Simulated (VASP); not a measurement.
Here is a VASP 6.6.1 calculation.

Contents of INCAR:

```
SYSTEM = SnO
PREC = Accurate ; ENCUT = 520
EDIFF = 1E-7 ; ISMEAR = 0
SIGMA = 0.15 ; LREAL = .False.
LASPH = .True. ; NELM = 60
ALGO = Normal ; ISIF = 2
LWAVE = .False. ; LCHARG = .False.
GGA = PE ; IVDW = 12
NBANDS = 28
```

KPOINTS

```
Automatic mesh
0
Gamma
  12 12 10
  0 0 0
```

The input POSCAR:

```
SnO
1.0
    3.8370963230     -0.1151128897      0.0000000000
   -0.1151128897      3.8370963230      0.0000000000
    0.0000000000      0.0000000000      4.7621286275
Sn O
2 2
Direct
    0.0000000000      0.5000000000      0.2432422108
    0.5000000000      0.0000000000      0.7567577892
    0.0000000000      0.0000000000      0.0000000000
    0.5000000000      0.5000000000      0.0000000000
```

Potentials or basis: VASP PAW PBE potentials, release 64 (Sn_d, O).

Command:

```bash
$ cat potpaw_PBE.64/Sn_d/POTCAR potpaw_PBE.64/O/POTCAR > POTCAR
$ mpirun -np 1 vasp_std > vasp.out
```

Predict the band gap on the k mesh.

zero (bands 20 and 21 overlap by 0.06 eV).

Predict the dispersion energy per atom.

-0.235 eV.

Estimate the largest force.

0.090 eV/Å.

Stress tensor (GPa, compression positive):
```
0.43 4.94 0.00
4.94 0.43 0.00
0.00 0.00 0.30
```

Caveat: the cell differs from its parent crystal (strain -0.0600 x Voigt [0, 0, 0, 0, 0, 1]); semilocal functionals underestimate gaps, and a narrow one can read as zero; spin-orbit coupling is left out, which moves the levels of the heavy elements.
